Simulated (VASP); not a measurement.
## HgRuPt3: single point with PBE

Crystal: HgRuPt3.

```
Hg Ru Pt
1.0
     4.74192    0.00000    0.00000
     0.00000    4.74192    0.00000
     0.00000    0.00000    5.51293
Hg Ru Pt
1 1 3
Cartesian
  2.3710 2.3710 1.1004
  0.0000 0.0000 2.2520
  2.3710 2.3710 3.9644
  0.0000 2.3710 3.1225
  2.3710 0.0000 3.1225
```

| Item | Value |
| --- | --- |
| Program | VASP 6.6.1 |
| Task | single point |
| Functional | PBE |
| Potentials or basis | VASP PAW PBE potentials, release 64 (Hg, Ru_pv, Pt) |
| Cutoff | 520 eV |
| k mesh | 8 × 8 × 8 |
| Occupations | gaussian, width 0.1 eV |
| Spin | no spin polarisation |

```json
{
 "Pressure": "-0.1 GPa",
 "Largest force": "0.062 eV/Å",
 "Band gap on the k mesh": "zero (bands 28 and 29 overlap by 0.58 eV)"
}
```

Forces in eV/Å, atoms in the order of the input:
```
Hg   0.000  0.000  0.003
Ru   0.000  0.000 -0.002
Pt   0.000  0.000 -0.062
Pt   0.000  0.000  0.030
Pt   0.000  0.000  0.030
```

Stress tensor (GPa, compression positive):
```
-0.22  0.00  0.00
 0.00 -0.22  0.00
 0.00  0.00  0.23
```

Levels at points of the mesh, in eV from the Fermi level:
```csv
k point,band 25,band 26,band 27,band 28,band 29,band 30,band 31,band 32
"(0.00, 0.00, 0.00)",-1.49,-1.21,-1.21,0.52,0.70,0.77,1.27,1.27
"(0.50, 0.00, 0.00)",-0.98,-0.64,-0.37,-0.13,0.42,0.48,1.36,2.70
"(0.50, 0.50, 0.00)",-0.58,-0.43,-0.24,0.14,0.35,0.35,0.42,1.02
"(0.00, 0.00, 0.50)",-1.66,-1.24,-1.24,-0.79,0.53,0.67,2.52,2.52
"(0.50, 0.00, 0.50)",-1.29,-0.65,-0.51,-0.14,-0.05,0.33,0.84,1.26
"(0.50, 0.50, 0.50)",-0.68,-0.68,-0.45,-0.05,0.42,0.51,0.51,0.76
```

It took 8.1 min on 1 thread of AMD EPYC 7R43 64-Core Processor (Zen 3), with other jobs on the host, peak memory 0.42 GiB.

Caveat: spin-orbit coupling is left out, which moves the levels of the heavy elements.
